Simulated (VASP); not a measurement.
Here is a VASP 6.6.1 calculation.

Contents of INCAR:

```
PREC = Accurate
ENCUT = 450
EDIFF = 1E-7
ISMEAR = 0
SIGMA = 0.02
LREAL = False
LASPH = True
ALGO = Normal
NELM = 100
ISIF = 2
LWAVE = False
LCHARG = False
```

KPOINTS

```
k-points
0
Gamma
  6 6 6
```

Contents of POSCAR:

```
TePb
1.0
    0.0000000000      3.2310000000      3.2310000000
    3.2310000000      0.0000000000      3.2310000000
    3.2310000000      3.2310000000      0.0000000000
Pb Te
1 1
Direct
   -0.0014010000      0.0053550000     -0.0009410000
    0.5070250000      0.4934680000      0.5030170000
```

Potentials or basis: VASP PAW PBE potentials, release 64 (Pb_d, Te).

Command:

```sh
$ cat potpaw_PBE.64/Pb_d/POTCAR potpaw_PBE.64/Te/POTCAR > POTCAR
$ mpirun -np 1 vasp_std > vasp.out
```

Problem. What does it give for the largest force?

Solution. 0.025 eV/Å.

Problem. Predict the pressure.

Solution. 2.2 GPa.

Problem. Predict the band gap on the k mesh.

Solution. 0.74 eV.

Forces in eV/Å, atoms in the order of the input:
```
Pb  -0.013  0.020 -0.005
Te   0.013 -0.020  0.005
```

Caveat: the cell differs from its parent crystal (atoms moved at random); spin-orbit coupling is left out, which moves the levels of the heavy elements. A k mesh can miss the band edges.
